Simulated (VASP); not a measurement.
Write the native input for VASP 6.6.1 that does the following.

```
Task                   : single point
Functional             : LDA
Potentials or basis    : VASP PAW LDA potentials, release 64 (Sr_sv, Tl_d)
Cutoff                 : 520 eV
k mesh                 : 12 × 12 × 12
Occupations            : gaussian, width 0.15 eV
Spin                   : no spin polarisation
Dipole correction      : no
Further INCAR settings : ALGO = Fast; EDIFF = 1e-07; NBANDS = 18
```

The structure of SrTl lies in POSCAR:

```
SrTl
1.0
    4.2336000000      0.0000000000      0.0000000000
    0.0000000000      4.2336000000      0.0000000000
    0.0000000000      0.0000000000      4.0320000000
Sr Tl
1 1
Direct
    0.0000000000      0.0000000000      0.0000000000
    0.5000000000      0.5000000000      0.5000000000
```

This cell differs from its parent crystal: strain +0.050 along x and y, +0.000 along z.

These files were run (other wordings do the same):

INCAR

```
SYSTEM = SrTl
  PREC = Accurate
  ENCUT = 520
  EDIFF = 1E-7
  ISMEAR = 0
  SIGMA = 0.15
  LREAL = .FALSE.
  LASPH = .TRUE.
  NELM = 100
  ALGO = Fast
  ISIF = 2
  LWAVE = .FALSE.
  LCHARG = .FALSE.
  NBANDS = 18
```

KPOINTS

```
regular mesh
0
G
  12 12 12
  0 0 0
```

Potentials or basis: VASP PAW LDA potentials, release 64 (Sr_sv, Tl_d).

Command:

```console
$ cat potpaw_LDA.64/Sr_sv/POTCAR potpaw_LDA.64/Tl_d/POTCAR > POTCAR
$ mpirun -np 1 vasp_std > vasp.out
```

Results of the run:

```json
{
  "Pressure": "-3.8 GPa",
  "Band gap on the k mesh": "zero (an odd number of electrons rules out a gap without spin polarisation)"
}
```

Caveat: the cell differs from its parent crystal (strain +0.050 along x and y, +0.000 along z); the cell stands under tension; spin-orbit coupling is left out, which moves the levels of the heavy elements.

It took 2.1 min on 1 thread of Intel(R) Xeon(R) 6975P-C (Granite Rapids), with other jobs on the host, peak memory 0.36 GiB.
